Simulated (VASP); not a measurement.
# Mg5SnN2 (P1) in VASP: relaxation of cell and atoms with PBE

Aim: the relaxation of cell and atoms of Mg5SnN2 with PBE.

Program: VASP 6.6.1. These are calculated values, not measurements. Logs are shortened: lines on timing, memory, paths and dates and some standing lists are left out, and cuts for length are marked.

### Step 1. The cell of the first run

The typed cell holds 8 atoms: a = 3.422 Å, b = 3.437 Å, c = 13.839 Å, α = 89.80°, β = 90.59°, γ = 119.58°.

### Step 2. Relaxation of cell and atoms, PBE

The input, INCAR:

```
PREC = Accurate
ENCUT = 600
EDIFF = 1E-6
ISMEAR = 0
SIGMA = 0.2
LREAL = False
LASPH = True
NELM = 60
ALGO = Normal
ISIF = 3
LWAVE = False
LCHARG = False
GGA = PE
IBRION = 2
NSW = 80
EDIFFG = -0.025
```

The input, KPOINTS:

```
regular mesh
0
Gamma
  6 6 2
```

The input, POSCAR:

```
Mg5SnN2
1.0
    3.4220763996      0.0082797378     -0.0176916384
   -1.7038677366      2.9849005360      0.0060012376
   -0.0713162879     -0.0132406238     13.8386944450
Mg Sn N
5 1 2
Direct
    0.3071269163      0.6789706731      0.2072691769
    0.6949428531      0.3396839032      0.8559392231
    0.0043762735      1.0117998316      0.3558061502
    0.0174886108     -0.0531474563      0.6516222965
    0.2974407616      0.6723158779      0.5203177779
    0.0536350014      0.0410728540      0.0438610733
    0.2961593329      0.6388304218      0.3595568664
    0.6621635838      0.3371405614      0.5889574359
```

Potentials or basis: VASP PAW PBE potentials, release 64 (Mg, Sn_d, N).

Started as:

```sh
cat potpaw_PBE.64/Mg/POTCAR potpaw_PBE.64/Sn_d/POTCAR potpaw_PBE.64/N/POTCAR > POTCAR
mpirun -np 1 vasp_std > vasp.out
```

OUTCAR:

```text
PREC = Accurate
   ENCUT = 600
   EDIFF = 1E-6
   ISMEAR = 0
   LREAL = False
   LASPH = True
   NELM = 60
   ISIF = 3
   GGA = PE
   IBRION = 2
   NSW = 80
   EDIFFG = -0.025

 ion  position               nearest neighbor table
   1  0.307  0.679  0.207-   7 2.11   3 2.80   3 2.87   6 2.90   3 2.91   6 2.96   6 3.19
   2  0.695  0.340  0.856-   6 3.24   6 3.24   6 3.34   4 3.36   4 3.46   4 3.55
   3  0.004  0.012  0.356-   7 1.88   7 1.98   7 2.11   1 2.80   1 2.87   1 2.91   5 2.94   5 3.01
                             5 3.12
   4  0.017  0.947  0.652-   8 2.02   8 2.13   8 2.37   5 2.46   5 2.81   5 2.84   2 3.36   2 3.46
                             2 3.55
   5  0.297  0.672  0.520-   8 2.13   8 2.20   7 2.23   8 2.27   4 2.46   4 2.81   4 2.84   3 2.94
                             3 3.01   3 3.12
   6  0.054  0.041  0.044-   1 2.90   1 2.96   1 3.19   2 3.24   2 3.24   2 3.34
   7  0.296  0.639  0.360-   3 1.88   3 1.98   3 2.11   1 2.11   5 2.23
   8  0.662  0.337  0.589-   4 2.02   5 2.13   4 2.13   5 2.20   5 2.27   4 2.37

  LATTYP: Found a triclinic cell.
 ALAT       =     3.4221321472
 B/A-ratio  =     1.0043388136
 C/A-ratio  =     4.0439363365
 COS(alpha) =     0.0034698715
 COS(beta)  =     0.0103252569
 COS(gamma) =     0.4936453123

  Lattice vectors:

 A1 = (   3.4220763996,   0.0082797378,  -0.0176916384)
 A2 = (   1.7038677366,  -2.9849005360,  -0.0060012376)
 A3 = (   0.0713162879,   0.0132406238, -13.8386944450)

Analysis of symmetry for initial positions (statically):
=====================================================================
 Subroutine PRICEL returns:
 Original cell was already a primitive cell.

 Routine SETGRP: Setting up the symmetry group for a
 triclinic supercell.

 Subroutine GETGRP returns: Found  1 space group operations
 (whereof  1 operations were pure point group operations)
 out of a pool of  2 trial point group operations.

The static configuration has the point symmetry C_1 .

Analysis of symmetry for dynamics (positions and initial velocities):
=====================================================================
 Subroutine PRICEL returns:
 Original cell was already a primitive cell.

 Routine SETGRP: Setting up the symmetry group for a
 triclinic supercell.

 Subroutine GETGRP returns: Found  1 space group operations
 (whereof  1 operations were pure point group operations)
 out of a pool of  2 trial point group operations.

The dynamic configuration has the point symmetry C_1 .

 Subroutine INISYM returns: Found  1 space group operations
 (whereof  1 operations are pure point group operations),
 and found     1 'primitive' translations

----------------------------------------------------------------------------------------

                                     Primitive cell

  volume of cell :     141.5475

  direct lattice vectors                    reciprocal lattice vectors
     3.422076400  0.008279738 -0.017691638     0.291825803  0.166579282  0.001663274
    -1.703867737  2.984900536  0.006001238    -0.000807832  0.334557770  0.000315936
    -0.071316288 -0.013240624 13.838694445     0.000373426  0.000067875  0.072263141

  length of vectors
     3.422132147  3.436980141 13.838884538     0.336026373  0.334558894  0.072264138

  position of ions in fractional coordinates (direct lattice)
     0.307126916  0.678970673  0.207269177
     0.694942853  0.339683903  0.855939223
     0.004376274  0.011799832  0.355806150
     0.017488611  0.946852544  0.651622297
     0.297440762  0.672315878  0.520317778
     0.053635001  0.041072854  0.043861073
     0.296159333  0.638830422  0.359556866
     0.662163584  0.337140561  0.588957436

  ion indices of the primitive-cell ions
   primitive index   ion index
                 1           1
                 2           2
                 3           3
                 4           4
                 5           5
                 6           6
                 7           7
                 8           8

----------------------------------------------------------------------------------------

 KPOINTS: regular mesh

Automatic generation of k-mesh.
 Grid dimensions read from file:
 generate k-points for:    6    6    2

 Generating k-lattice:

  Cartesian coordinates                     Fractional coordinates (reciprocal lattice)
     0.048637634  0.027763214  0.000277212     0.166666667 -0.000000000  0.000000000
    -0.000134639  0.055759628  0.000052656     0.000000000  0.166666667  0.000000000
     0.000186713  0.000033937  0.036131571    -0.000000000  0.000000000  0.500000000

  Length of vectors
     0.056004395  0.055759816  0.036132069

  Shift w.r.t. Gamma in fractional coordinates (k-lattice)
     0.000000000  0.000000000  0.000000000

 Subroutine IBZKPT returns following result:
 ===========================================

 Found     40 irreducible k-points:

 Following reciprocal coordinates:
            Coordinates               Weight
  0.000000  0.000000  0.000000      1.000000
  0.166667 -0.000000  0.000000      2.000000
  0.333333 -0.000000  0.000000      2.000000
  0.500000 -0.000000  0.000000      1.000000
 -0.000000  0.166667  0.000000      2.000000
  0.166667  0.166667  0.000000      2.000000
[... 16 lines left out ...]
  0.333333  0.000000  0.500000      2.000000
  0.500000  0.000000  0.500000      1.000000
 [... further k-points ...]
   k-points           NKPTS =     40   k-points in BZ     NKDIM =     40   number of bands    NBANDS=     22
   number of dos      NEDOS =    301   number of ions     NIONS =      8
   total plane-waves  NPLWV =  87808
   dimension x,y,z NGX =    28 NGY =   28 NGZ =  112
   dimension x,y,z NGXF=    56 NGYF=   56 NGZF=  224
   ions per type =               5   1   2
   NGX,Y,Z   is equivalent  to a cutoff of  13.60, 13.54, 13.45 a.u.
   NGXF,Y,Z  is equivalent  to a cutoff of  27.20, 27.09, 26.91 a.u.
 SYSTEM =  unknown system
   PREC   = accura    normal or accurate (medium, high low for compatibility)
   ISTART =      0    job   : 0-new  1-cont  2-samecut
   ICHARG =      2    charge: 1-file 2-atom 10-const
   ISPIN  =      1    spin polarized calculation?
   LNONCOLLINEAR =      F non collinear calculations
   LSORBIT =      F    spin-orbit coupling
   LASPH  =      T    aspherical Exc in radial PAW
   ENCUT  =  600.0 eV  44.10 Ry    6.64 a.u.   6.83  6.86 27.64*2*pi/ulx,y,z
   NELM   =     60;   NELMIN=  2; NELMDL= -5     # of ELM steps
   EDIFF  = 0.1E-05   stopping-criterion for ELM
   LREAL  =      F    real-space projection
   EDIFFG = -.3E-01   stopping-criterion for IOM
   NSW    =     80    number of steps for IOM
   IBRION =      2    ionic relax: 0-MD 1-quasi-New 2-CG
   NFREE  =      1    steps in history (QN), initial steepest desc. (CG)
   ISIF   =      3    stress and relaxation
   ISYM   =      2    0-nonsym 1-usesym 2-fastsym
   POTIM  = 0.5000    time-step for ionic-motion
   TEBEG  =    0.0;   TEEND  =   0.0 temperature during run
   PSTRESS=    0.0 pullay stress
   NELECT =      34.0000    total number of electrons
   NUPDOWN=      -1.0000    fix difference up-down
   EMIN   =  10.00;   EMAX   =-10.00  energy-range for DOS
   EFERMI =   0.00;   METHOD = LEGACY
   ISMEAR =     0;   SIGMA  =   0.20  broadening in eV -4-tet -1-fermi 0-gaus
   EFERMI_NEDOS =   21; number of points for ismear=-14 and -15
   IALGO  =     38    algorithm
   IMIX   =      4    mixing-type and parameters
     AMIX     =   0.40;   BMIX     =  1.00
     AMIX_MAG =   1.60;   BMIX_MAG =  1.00
  volume/ion in A,a.u.               =      17.69       119.40
  Fermi-wavevector in a.u.,A,eV,Ry     =   1.017655  1.923088 14.090479  1.035621
  Thomas-Fermi vector in A             =   2.151068
   LORBIT       =      0    0 simple, 1 ext, 2 COOP (PROOUT), +10 PAW based schemes
   GGA     = PE    functional components
   LHFCALC =     F    Hartree Fock is set to
   AEXX    =    0.0000 exact exchange contribution
   IVDW    =     0    specifies the selected vdW correction
   LEPSILON=     F    determine dielectric tensor
   LRPA    =     F    only Hartree local field effects (RPA)
 conjugate gradient relaxation of ions
 non-spin polarized calculation
 Gauss-broadening in eV      SIGMA  =   0.20
  energy-cutoff  :      600.00
  volume of cell :      141.55
 maximum number of plane-waves:      4748
   NGX = 13   NGY = 13   NGZ = 55

--------------------------------------- Ionic step        1  -------------------------------------------

 number of electron      33.9999999 magnetization

 Free energy of the ion-electron system (eV)
  ---------------------------------------------------
  ext. energy  EPLUGINS =         0.00000000
  ---------------------------------------------------
  free energy    TOTEN  =       -30.29278300 eV

  energy without entropy =      -30.22878089  energy(sigma->0) =      -30.26078195

------------------------ aborting loop because EDIFF is reached ----------------------------------------

  FORCE on cell =-STRESS in cart. coord.  units (eV):
  Direction    XX          YY          ZZ          XY          YZ          ZX
  --------------------------------------------------------------------------------------
  -------------------------------------------------------------------------------------
  Total        0.3915825      3.0234741      2.6007501     -1.9921375      1.4531474     -1.1486034
  in kB        4.4323269     34.2227347     29.4379171    -22.5490251     16.4481897    -13.0010534
  external PRESSURE =      22.6976595 kB  Pullay stress =       0.0000000 kB
[... 107 lines left out ...]
  FREE ENERGIE OF THE ION-ELECTRON SYSTEM (eV)
  ---------------------------------------------------
  free  energy   TOTEN  =       -30.7369980767 eV

  energy  without entropy=      -30.6850848677  energy(sigma->0) =      -30.71104147

[... ionic steps 4 to 21 ...]

--------------------------------------- Ionic step       22  -------------------------------------------

 number of electron      34.0000001 magnetization

------------------------ aborting loop because EDIFF is reached ----------------------------------------
[... 79 lines left out ...]
--------------------------------------- Ionic step       24  -------------------------------------------

 number of electron      34.0000004 magnetization

 Free energy of the ion-electron system (eV)
  ---------------------------------------------------
  ext. energy  EPLUGINS =         0.00000000
  ---------------------------------------------------
  free energy    TOTEN  =       -30.86831457 eV

  energy without entropy =      -30.83870023  energy(sigma->0) =      -30.85350740

 E-fermi :   4.3226     XC(G=0):  -9.3524

 val. band max:        4.2809338868   @ k =   0.0000   0.0000   0.0000
 cond. band min:       4.3344151965   @ k =  -0.0000   0.5000   0.0000
 fundamental gap:      0.0534813097
 Fermi energy:         4.3226151426

 k-point     1 :       0.0000    0.0000    0.0000
  band No.  band energies     occupation
      1     -17.2587      2.00000
      2     -17.2249      2.00000
      3     -17.1788      2.00000
      4     -17.1332      2.00000
      5     -17.1269      2.00000
      6      -9.9221      2.00000
[... 589 lines left out ...]
     21       6.5898      0.00000
     22       6.9388      0.00000

 [... further k-points ...]

------------------------ aborting loop because EDIFF is reached ----------------------------------------

  FORCE on cell =-STRESS in cart. coord.  units (eV):
  Direction    XX          YY          ZZ          XY          YZ          ZX
  --------------------------------------------------------------------------------------
  -------------------------------------------------------------------------------------
  Total       -0.0185245      0.0330622      0.0121178      0.0194517      0.0191480     -0.0055721
  in kB       -0.2097491      0.3743567      0.1372078      0.2202472      0.2168089     -0.0630914
  external PRESSURE =       0.1006051 kB  Pullay stress =       0.0000000 kB
[... 23 lines left out ...]
  FREE ENERGIE OF THE ION-ELECTRON SYSTEM (eV)
  ---------------------------------------------------
  free  energy   TOTEN  =       -30.8683145743 eV

  energy  without entropy=      -30.8387002256  energy(sigma->0) =      -30.85350740

 reached required accuracy - stopping structural energy minimisation
```

Run time: 27 min. Hardware: 1 thread of Intel Xeon Platinum 8488C (Sapphire Rapids), shared host; peak memory 0.41 GiB.

What came out:

```yaml
Free_energy: -30.8683 eV
Relaxed_volume: 17.69 Å³/atom
Relaxed_cell: a = 3.388 Å, b = 3.541 Å, c = 13.860 Å, α = 89.22°, β = 91.14°, γ = 121.67°
Space_group_after_relaxing_to_0.1_Å: P1 (No. 1)
Energy_gained_by_relaxing: 71.9 meV/atom
Ionic_steps: 24
Pressure_after_relaxing: 0.0 GPa
Largest_force_after_relaxing: 0.024 eV/Å
Band_gap_on_the_k_mesh: zero (bands 17 and 18 overlap by 0.66 eV)
```

Forces in eV/Å, atoms in the order of the input:
```
Mg  -0.003  0.000  0.005
Mg  -0.005  0.004  0.015
Mg   0.004  0.011 -0.001
Mg  -0.003  0.014 -0.002
Mg   0.010  0.005  0.004
Sn  -0.003 -0.024 -0.001
N   -0.003 -0.019 -0.005
N    0.004  0.010 -0.014
```

Step by step:
| step | energy change (eV) | largest force (eV/Å) | pressure (GPa) | volume (Å³) |
| --- | --- | --- | --- | --- |
| 1 | 0.0000 | 2.5287 | 2.27 | 141.55 |
| 2 | -0.4346 | 0.9810 | -1.53 | 146.70 |
| 3 | -0.4442 | 0.7108 | -1.19 | 145.98 |
| 4 | -0.5195 | 0.3355 | -0.50 | 143.75 |
| 5 | -0.5258 | 0.4585 | -0.18 | 142.92 |
| 6 | -0.5465 | 0.1780 | 0.21 | 141.86 |
| 7 | -0.5478 | 0.2440 | 0.37 | 141.52 |
| 8 | -0.5564 | 0.1350 | 0.08 | 142.00 |
| 9 | -0.5572 | 0.1989 | -0.03 | 142.21 |
| 10 | -0.5618 | 0.0874 | -0.15 | 142.34 |
| 11 | -0.5631 | 0.1849 | -0.25 | 142.45 |
| 12 | -0.5665 | 0.1291 | -0.16 | 142.15 |
| 13 | -0.5687 | 0.1173 | 0.03 | 141.64 |
| 14 | -0.5707 | 0.0885 | 0.08 | 141.49 |
| 15 | -0.5717 | 0.1489 | 0.15 | 141.29 |
| 16 | -0.5735 | 0.0535 | 0.01 | 141.51 |
| 17 | -0.5736 | 0.0636 | -0.03 | 141.58 |
| 18 | -0.5741 | 0.0409 | -0.01 | 141.55 |
| 19 | -0.5742 | 0.0593 | 0.00 | 141.53 |
| 20 | -0.5746 | 0.0361 | 0.01 | 141.51 |
| 21 | -0.5748 | 0.0439 | 0.02 | 141.48 |
| 22 | -0.5751 | 0.0287 | 0.00 | 141.51 |
| 23 | -0.5753 | 0.0383 | -0.01 | 141.52 |
| 24 | -0.5755 | 0.0244 | 0.01 | 141.50 |

Final structure:
```
CELL_PARAMETERS angstrom
3.38633 -0.09394 -0.03330
-1.77458 3.06449 0.02296
-0.13856 0.03385 13.85950
ATOMIC_POSITIONS crystal
Mg 0.31565 0.67029 0.20740
Mg 0.69705 0.33904 0.85081
Mg 0.02099 0.01391 0.35968
Mg 0.99911 0.98446 0.66193
Mg 0.31310 0.65102 0.51699
Sn 0.00361 0.02231 0.03838
N 0.33257 0.67049 0.36081
N 0.65126 0.31514 0.58733
```

Levels at points of the mesh, in eV from the Fermi level:
| k point | band 14 | band 15 | band 16 | band 17 | band 18 | band 19 | band 20 | band 21 |
| --- | --- | --- | --- | --- | --- | --- | --- | --- |
| (0.00, 0.00, 0.00) | -1.68 | -1.51 | -1.44 | -0.04 | 0.63 | 3.40 | 3.99 | 5.33 |
| (0.50, 0.00, 0.00) | -2.55 | -2.27 | -1.77 | -0.67 | 0.34 | 1.10 | 1.67 | 1.92 |
| (0.00, 0.50, 0.00) | -2.20 | -2.12 | -1.86 | -0.98 | 0.01 | 0.93 | 1.53 | 1.99 |
| (0.50, 0.50, 0.00) | -2.18 | -2.12 | -1.84 | -0.87 | -0.20 | 0.93 | 1.66 | 1.93 |
| (0.00, 0.00, 0.50) | -1.68 | -1.51 | -1.43 | -1.22 | 1.84 | 2.42 | 4.55 | 5.33 |
| (0.50, 0.00, 0.50) | -2.60 | -2.27 | -1.67 | -0.48 | 0.11 | 0.65 | 1.92 | 2.27 |
| (0.00, 0.50, 0.50) | -2.20 | -1.95 | -1.86 | -0.78 | -0.26 | 0.46 | 2.04 | 2.61 |
| (0.50, 0.50, 0.50) | -2.18 | -2.01 | -1.83 | -0.68 | -0.37 | 0.48 | 1.89 | 2.75 |

Caveat: spin-orbit coupling is left out, which moves the levels of the heavy elements.

The gap in the log of VASP goes by the Fermi energy; the results here count the filled bands.